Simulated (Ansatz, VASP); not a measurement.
**Hg: VASP beside Ansatz**

Contents of INCAR:

```
PREC     = Accurate       # precision mode
ENCUT    = 520            # plane-wave cutoff, eV
EDIFF    = 1E-7           # SCF threshold, eV
ISMEAR   = 0              # smearing method
SIGMA    = 0.15           # smearing width, eV
LREAL    = F              # projectors in reciprocal space
LASPH    = T              # aspherical terms in the spheres
NELM     = 60             # most SCF steps
ALGO     = Fast           # electronic algorithm
ISIF     = 2              # what is computed and relaxed
LWAVE    = F              # write WAVECAR
LCHARG   = T              # write CHGCAR
GGA      = PS             # functional
LELF     = T              # ELF
LVHAR    = T            
NBANDS   = 12             # bands
```

The input KPOINTS:

```
Automatic mesh
0
Gamma
  20 20 20
```

File POSCAR:

```
Hg
1.0
    0.0000000000      2.1310580592      3.0133160957
    2.1310580592      0.0000000000      3.0133160957
    2.1310580592      2.1310580592      0.0000000000
Hg
1
Direct
    0.0000000000      0.0000000000      0.0000000000
```

Input for Ansatz:

```yaml
crystal:
  lattice:
    - [0.0, 2.1310580592, 3.0133160957]
    - [2.1310580592, 0.0, 3.0133160957]
    - [2.1310580592, 2.1310580592, 0.0]
  atoms:
    - { symbol: Hg, position: [0.0, 0.0, 0.0] }
basis:
  ecutwfc: 420
kpoints:
  mp_grid: { grid: [20, 20, 20] }
hamiltonian:
  xc: pbesol
scf:
  occupations: { method: gaussian, width: 0.15 }
output:
  forces: true
  stress: true
  eigenvalues: true
```

Alike in both runs: task single point; functional PBEsol; k mesh 20 × 20 × 20; occupations gaussian, width 0.15 eV; no spin polarisation.

```csv
,VASP,Ansatz
version,VASP 6.6.1,Ansatz 0.2.0
potentials or method,"VASP PAW PBE potentials, release 64 (Hg), cutoff 520 eV","scalar-relativistic, plane waves, PAW"
valence electrons in the cell,12,20
```

|  | VASP | Ansatz | Ansatz less VASP |
| --- | --- | --- | --- |
| gap on the k mesh at the Fermi level (eV) | none | none | - |
| pressure (GPa) | -2.4 | -2.6 | -0.23 |
| traceless stress, the component that is largest in VASP (GPa) | -0.56 | -0.37 | +0.184 |

VASP's potentials were made for PBE, not for PBEsol. A gap of «none» marks a metal or a gap that the smearing closes. With one functional, cell and mesh, what is left measures potentials, basis and numerics. VASP's potentials hold 12 valence electrons a cell and Ansatz's 20, so a difference there can come from the potentials and not from the codes.

Neither program's run includes spin-orbit coupling.
